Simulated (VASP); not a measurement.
# Al (P1) in VASP: a series of runs

Al is run at these levels: PBE+D3(BJ); tasks: single point.

Program: VASP 6.6.1. These are calculated values, not measurements. Logs are shortened: lines on timing, memory, paths and dates and some standing lists are left out, and cuts for length are marked.

### Step 1. The cell of the first run

The typed cell holds 8 atoms: a = 2.814 Å, b = 2.814 Å, c = 18.679 Å, α = 82.06°, β = 83.87°, γ = 60.00°.

### Step 2. Single point, PBE+D3(BJ)

INCAR reads:

```
SYSTEM = Al
PREC = Accurate ; ENCUT = 520
EDIFF = 1E-7 ; ISMEAR = 0
SIGMA = 0.15 ; LREAL = .False.
LASPH = .True. ; NELM = 100
ALGO = Fast ; ISIF = 2
LWAVE = .False. ; LCHARG = .True.
GGA = PE ; IVDW = 12
LELF = .True. ; LVHAR = .True.
NBANDS = 22
```

KPOINTS reads:

```
Automatic mesh
0
Gamma
  16 16 2
  0 0 0
```

POSCAR reads:

```
Al
1.0
   -2.8144222649      0.0000000000      0.0000000000
   -1.4072111325     -2.4373611784      0.0000000000
   -1.9935491043     -1.8280208838     18.4820941423
Al
8
Direct
    0.9791666667      0.9531250000      0.0625000000
    0.8125000000      0.5781250000      0.5625000000
    0.1041666667     -0.1822916667      0.6875000000
    0.2708333333      0.1927083333      0.1875000000
   -0.2708333333     -0.6093750000      0.8125000000
   -0.1041666667     -0.2343750000      0.3125000000
    0.3541666667     -0.0364583333      0.9375000000
    0.5208333333      0.3385416667      0.4375000000
```

Potentials or basis: VASP PAW PBE potentials, release 64 (Al).

Started as:

```console
$ cat potpaw_PBE.64/Al/POTCAR > POTCAR
$ mpirun -np 1 vasp_std > vasp.out
```

OUTCAR:

```text
SYSTEM = Al
   PREC = Accurate
   ENCUT = 520
   EDIFF = 1E-7
   ISMEAR = 0
   LREAL = .False.
   LASPH = .True.
   NELM = 100
   ISIF = 2
   GGA = PE
   IVDW = 12
 IVDW          = 12

 ion  position               nearest neighbor table
   1  0.979  0.953  0.062-   7 2.46   4 2.82   4 2.82   4 2.82   7 3.06   7 3.27
   2  0.812  0.578  0.562-   8 2.82   3 2.82   8 2.82   3 2.82   3 2.82   8 2.82
   3  0.104  0.818  0.688-   2 2.82   5 2.82   5 2.82   2 2.82   2 2.82   5 2.82
   4  0.271  0.193  0.188-   1 2.82   6 2.82   6 2.82   1 2.82   6 2.82   1 2.82
   5  0.729  0.391  0.812-   3 2.82   7 2.82   7 2.82   3 2.82   3 2.82   7 2.82
   6  0.896  0.766  0.312-   4 2.82   8 2.82   8 2.82   4 2.82   4 2.82   8 2.82
   7  0.354  0.964  0.938-   1 2.46   5 2.82   5 2.82   5 2.82   1 3.06   1 3.27
   8  0.521  0.339  0.438-   2 2.82   6 2.82   6 2.82   2 2.82   2 2.82   6 2.82

  LATTYP: Found a triclinic cell.
 ALAT       =     2.8144222649
 B/A-ratio  =     1.0000000000
 C/A-ratio  =     6.5737930235
 COS(alpha) =     0.0126765983
 COS(beta)  =     0.0443680940
 COS(gamma) =     0.5000000000

  Lattice vectors:

 A1 = (   1.4072111324,  -2.4373611784,   0.0000000000)
 A2 = (  -1.4072111325,  -2.4373611784,   0.0000000000)
 A3 = (   0.5863379718,  -0.6093402946, -18.4820941423)

Analysis of symmetry for initial positions (statically):
=====================================================================
 Subroutine PRICEL returns:
 Original cell was already a primitive cell.

 Routine SETGRP: Setting up the symmetry group for a
 triclinic supercell.

 Subroutine GETGRP returns: Found  1 space group operations
 (whereof  1 operations were pure point group operations)
 out of a pool of  2 trial point group operations.

The static configuration has the point symmetry C_1 .

Analysis of symmetry for dynamics (positions and initial velocities):
=====================================================================
 Subroutine PRICEL returns:
 Original cell was already a primitive cell.

 Routine SETGRP: Setting up the symmetry group for a
 triclinic supercell.

 Subroutine GETGRP returns: Found  1 space group operations
 (whereof  1 operations were pure point group operations)
 out of a pool of  2 trial point group operations.

The dynamic configuration has the point symmetry C_1 .

 Subroutine INISYM returns: Found  1 space group operations
 (whereof  1 operations are pure point group operations),
 and found     1 'primitive' translations

----------------------------------------------------------------------------------------

                                     Primitive cell

  volume of cell :     126.7828

  direct lattice vectors                    reciprocal lattice vectors
    -2.814422265  0.000000000  0.000000000    -0.355312709  0.205139888 -0.018035474
    -1.407211133 -2.437361178  0.000000000     0.000000000 -0.410279777 -0.040579817
    -1.993549104 -1.828020884 18.482094142     0.000000000  0.000000000  0.054106423

  length of vectors
     2.814422265  2.814422265 18.678964165     0.410675996  0.412281720  0.054106423

  position of ions in fractional coordinates (direct lattice)
     0.979166667  0.953125000  0.062500000
     0.812500000  0.578125000  0.562500000
     0.104166667  0.817708333  0.687500000
     0.270833333  0.192708333  0.187500000
     0.729166667  0.390625000  0.812500000
     0.895833333  0.765625000  0.312500000
     0.354166667  0.963541667  0.937500000
     0.520833333  0.338541667  0.437500000

  ion indices of the primitive-cell ions
   primitive index   ion index
                 1           1
                 2           2
                 3           3
                 4           4
                 5           5
                 6           6
                 7           7
                 8           8

----------------------------------------------------------------------------------------

 KPOINTS: Automatic mesh

Automatic generation of k-mesh.
 Grid dimensions read from file:
 generate k-points for:   16   16    2

 Generating k-lattice:

  Cartesian coordinates                     Fractional coordinates (reciprocal lattice)
    -0.022207044  0.012821243 -0.001127217     0.062500000  0.000000000 -0.000000000
     0.000000000 -0.025642486 -0.002536239     0.000000000  0.062500000  0.000000000
     0.000000000  0.000000000  0.027053211     0.000000000  0.000000000  0.500000000

  Length of vectors
     0.025667250  0.025767608  0.027053211

  Shift w.r.t. Gamma in fractional coordinates (k-lattice)
     0.000000000  0.000000000  0.000000000

 Subroutine IBZKPT returns following result:
 ===========================================

 Found    260 irreducible k-points:

 Following reciprocal coordinates:
            Coordinates               Weight
  0.000000  0.000000  0.000000      1.000000
  0.062500  0.000000 -0.000000      2.000000
  0.125000  0.000000 -0.000000      2.000000
  0.187500  0.000000  0.000000      2.000000
  0.250000  0.000000 -0.000000      2.000000
  0.312500  0.000000 -0.000000      2.000000
[... 16 lines left out ...]
 -0.187500  0.062500  0.000000      2.000000
 -0.125000  0.062500  0.000000      2.000000
 [... further k-points ...]
   k-points           NKPTS =    260   k-points in BZ     NKDIM =    260   number of bands    NBANDS=     22
   number of dos      NEDOS =    301   number of ions     NIONS =      8
   total plane-waves  NPLWV =  80640
   dimension x,y,z NGX =    24 NGY =   24 NGZ =  140
   dimension x,y,z NGXF=    48 NGYF=   48 NGZF=  280
   ions per type =               8
   NGX,Y,Z   is equivalent  to a cutoff of  14.18, 14.18, 12.46 a.u.
   NGXF,Y,Z  is equivalent  to a cutoff of  28.35, 28.35, 24.92 a.u.
 SYSTEM =  Al
   PREC   = accura    normal or accurate (medium, high low for compatibility)
   ISTART =      0    job   : 0-new  1-cont  2-samecut
   ICHARG =      2    charge: 1-file 2-atom 10-const
   ISPIN  =      1    spin polarized calculation?
   LNONCOLLINEAR =      F non collinear calculations
   LSORBIT =      F    spin-orbit coupling
   LASPH  =      T    aspherical Exc in radial PAW
   ENCUT  =  520.0 eV  38.22 Ry    6.18 a.u.   5.23  5.23 34.73*2*pi/ulx,y,z
   NELM   =    100;   NELMIN=  2; NELMDL= -5     # of ELM steps
   EDIFF  = 0.1E-06   stopping-criterion for ELM
   LREAL  =      F    real-space projection
   EDIFFG = 0.1E-05   stopping-criterion for IOM
   NSW    =      0    number of steps for IOM
   IBRION =     -1    ionic relax: 0-MD 1-quasi-New 2-CG
   NFREE  =      0    steps in history (QN), initial steepest desc. (CG)
   ISIF   =      2    stress and relaxation
   ISYM   =      2    0-nonsym 1-usesym 2-fastsym
   POTIM  = 0.5000    time-step for ionic-motion
   TEBEG  =    0.0;   TEEND  =   0.0 temperature during run
   PSTRESS=    0.0 pullay stress
   NELECT =      24.0000    total number of electrons
   NUPDOWN=      -1.0000    fix difference up-down
   EMIN   =  10.00;   EMAX   =-10.00  energy-range for DOS
   EFERMI =   0.00;   METHOD = LEGACY
   ISMEAR =     0;   SIGMA  =   0.15  broadening in eV -4-tet -1-fermi 0-gaus
   EFERMI_NEDOS =   21; number of points for ismear=-14 and -15
   IALGO  =     68    algorithm
   IMIX   =      4    mixing-type and parameters
     AMIX     =   0.40;   BMIX     =  1.00
     AMIX_MAG =   1.60;   BMIX_MAG =  1.00
  volume/ion in A,a.u.               =      15.85       106.95
  Fermi-wavevector in a.u.,A,eV,Ry     =   0.939994  1.776331 12.021957  0.883589
  Thomas-Fermi vector in A             =   2.067362
   LORBIT       =      0    0 simple, 1 ext, 2 COOP (PROOUT), +10 PAW based schemes
   GGA     = PE    functional components
   LHFCALC =     F    Hartree Fock is set to
   AEXX    =    0.0000 exact exchange contribution
   IVDW    =    12    specifies the selected vdW correction
   LEPSILON=     F    determine dielectric tensor
   LRPA    =     F    only Hartree local field effects (RPA)
 non-spin polarized calculation
 RMM-DIIS sequential band-by-band and
 Gauss-broadening in eV      SIGMA  =   0.15
  energy-cutoff  :      520.00
  volume of cell :      126.78
 maximum number of plane-waves:      3446
 NGX is ok and might be reduce to    24
   NGX = 11   NGY = 11   NGZ = 69

 number of electron      24.0000000 magnetization

 Free energy of the ion-electron system (eV)
  ---------------------------------------------------
  ext. energy  EPLUGINS =         0.00000000
  ---------------------------------------------------
  free energy    TOTEN  =       -29.59997576 eV

  energy without entropy =      -29.56400181  energy(sigma->0) =      -29.58198879

 E-fermi :   8.4053     XC(G=0): -10.3416

 val. band max:        8.4052184054   @ k =  -0.4375   0.3750   0.5000
 cond. band min:       8.4123119535   @ k =  -0.2500   0.3125   0.0000
 fundamental gap:      0.0070935481
 Fermi energy:         8.4053260702

 k-point     1 :       0.0000    0.0000    0.0000
  band No.  band energies     occupation
      1      -2.9926      2.00000
      2      -2.5684      2.00000
      3      -2.5498      2.00000
      4      -1.2749      2.00000
      5      -1.2641      2.00000
      6       0.8525      2.00000
[... 14 lines left out ...]
     21      19.7781      0.00000
     22      19.8296      0.00000

 k-point     2 :       0.0625    0.0000   -0.0000
  band No.  band energies     occupation
      1      -2.8951      2.00000
      2      -2.4821      2.00000
      3      -2.4418      2.00000
      4      -1.2091      2.00000
      5      -1.1374      2.00000
      6       0.8954      2.00000
[... 14 lines left out ...]
     21      18.6109      0.00000
     22      18.7967      0.00000

 k-point     3 :       0.1250    0.0000   -0.0000
  band No.  band energies     occupation
      1      -2.6032      2.00000
      2      -2.2078      2.00000
      3      -2.1340      2.00000
      4      -0.9559      2.00000
      5      -0.8141      2.00000
      6       1.1270      2.00000
[... 14 lines left out ...]
     21      17.3480      0.00000
     22      17.5432      0.00000

 k-point     4 :       0.1875    0.0000    0.0000
  band No.  band energies     occupation
      1      -2.1180      2.00000
      2      -1.7414      2.00000
      3      -1.6330      2.00000
      4      -0.5118      2.00000
      5      -0.3003      2.00000
      6       1.5467      2.00000
[... 14 lines left out ...]
     21      16.6255      0.00000
     22      16.7301      0.00000

 k-point     5 :       0.2500    0.0000   -0.0000
  band No.  band energies     occupation
      1      -1.4417      2.00000
      2      -1.0845      2.00000
      3      -0.9417      2.00000
      4       0.1215      2.00000
      5       0.4014      2.00000
      6       2.1522      2.00000
[... 417 lines left out ...]
 k-point    22 :      -0.2500    0.0625    0.0000
  band No.  band energies     occupation
      1      -0.9640      2.00000
      2      -0.5688      2.00000
      3      -0.5051      2.00000
      4       0.6725      2.00000
      5       0.7932      2.00000
      6       2.7325      2.00000
[... 14 lines left out ...]
     21      14.0878      0.00000
     22      14.3755      0.00000

 k-point    23 :      -0.1875    0.0625    0.0000
  band No.  band energies     occupation
      1      -1.7334      2.00000
      2      -1.3199      2.00000
      3      -1.2879      2.00000
      4      -0.0526      2.00000
      5      -0.0001      2.00000
      6       2.0379      2.00000
[... 14 lines left out ...]
     21      14.6549      0.00000
     22      15.1884      0.00000

 k-point    24 :      -0.1250    0.0625    0.0000
  band No.  band energies     occupation
      1      -2.3131      2.00000
      2      -1.8920      2.00000
      3      -1.8715      2.00000
      4      -0.6093      2.00000
      5      -0.5879      2.00000
      6       1.4984      2.00000
[... 14 lines left out ...]
     21      15.9147      0.00000
     22      16.5181      0.00000

 [... further k-points ...]

------------------------ aborting loop because EDIFF is reached ----------------------------------------

 Edisp (eV)   -2.80595

 E8    (eV) :    -1.2555

  FORCE on cell =-STRESS in cart. coord.  units (eV):
  Direction    XX          YY          ZZ          XY          YZ          ZX
  --------------------------------------------------------------------------------------
  -------------------------------------------------------------------------------------
  Total      -0.02210    -0.19563     2.63172    -0.04894    -0.36558     1.06336
  in kB      -0.27931    -2.47218    33.25758    -0.61840    -4.61987    13.43785
  external pressure =       10.17 kB  Pullay stress =        0.00 kB

 VOLUME and BASIS-vectors are now :
 -----------------------------------------------------------------------------
  energy-cutoff  :      520.00
  volume of cell :      126.78
      direct lattice vectors                 reciprocal lattice vectors
    -2.814422265  0.000000000  0.000000000    -0.355312709  0.205139888 -0.018035474
    -1.407211133 -2.437361178  0.000000000     0.000000000 -0.410279777 -0.040579817
    -1.993549104 -1.828020884 18.482094142     0.000000000  0.000000000  0.054106423

 POSITION                                       TOTAL-FORCE (eV/Angst)
 -----------------------------------------------------------------------------------
     -4.22163     -2.43736      1.15513         0.516107     -0.117071      0.878562
     -4.22163     -2.43736     10.39618         0.004089     -0.002315     -0.014873
     -2.81442     -3.24981     12.70644         0.008558      0.002111      0.000496
     -1.40721     -0.81245      3.46539        -0.002744     -0.021542      0.005172
     -4.22163     -2.43736     15.01670         0.017066     -0.027675      0.044788
     -4.22163     -2.43736      5.77565         0.009447     -0.000270      0.001609
     -4.22163     -4.06227     17.32696        -0.548141      0.165437     -0.917125
     -2.81442     -1.62491      8.08592        -0.004383      0.001324      0.001371
 -----------------------------------------------------------------------------------
    total drift:                               -0.000001      0.000001      0.000001

  FREE ENERGIE OF THE ION-ELECTRON SYSTEM (eV)
  ---------------------------------------------------
  free  energy   TOTEN  =       -32.4059277454 eV

  energy  without entropy=      -32.3699537871  energy(sigma->0) =      -32.38794077
```

Run time: 11 min. Hardware: 1 thread of AMD EPYC 9R45 (Zen 5), shared host; peak memory 0.59 GiB.

What came out:

```yaml
Free_energy: -32.4059 eV
Pressure: 1.0 GPa
Largest_force: 1.081 eV/Å
Band_gap_on_the_k_mesh: zero (bands 12 and 13 overlap by 5.51 eV)
Dispersion_energy_per_atom: -0.351 eV
```

Forces in eV/Å, atoms in the order of the input:
```
Al   0.516 -0.117  0.879
Al   0.004 -0.002 -0.015
Al   0.009  0.002  0.000
Al  -0.003 -0.022  0.005
Al   0.017 -0.028  0.045
Al   0.009  0.000  0.002
Al  -0.548  0.165 -0.917
Al  -0.004  0.001  0.001
```

Caveat: forces of over 1 eV/Å act on the atoms, so gaps and moduli don't describe the material at rest.

(Part 1 of 2 ends here.)
